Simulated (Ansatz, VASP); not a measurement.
VH2 in VASP and in Ansatz

```
V H
1.0
     0.00000    2.11449    2.11449
     2.11449    0.00000    2.11449
     2.11449    2.11449    0.00000
V H
1 2
Direct
  0.00000 0.00000 0.00000
  0.25000 0.25000 0.25000
  0.75000 0.75000 0.75000
```

Alike in both runs: task single point; functional r2SCAN; k mesh 16 × 16 × 16; occupations gaussian, width 0.1 eV; no spin polarisation.

|  | VASP | Ansatz |
| --- | --- | --- |
| version | VASP 6.6.1 | Ansatz 0.2.0 |
| potentials or method | VASP PAW PBE potentials, release 64 (V_sv, H), cutoff 520 eV | scalar-relativistic, plane waves, PAW |
| valence electrons in the cell | 15 | 15 |

Ansatz gave:

```
gap on the k mesh at the Fermi level (eV) : none
pressure (GPa)                            : -5.2
```

Task: Estimate VASP's values.

Result: gap on the k mesh at the Fermi level (eV): none; pressure (GPa): -4.8.

VASP's potentials were made for PBE, not for r2SCAN. A gap of «none» marks a metal or a gap that the smearing closes.
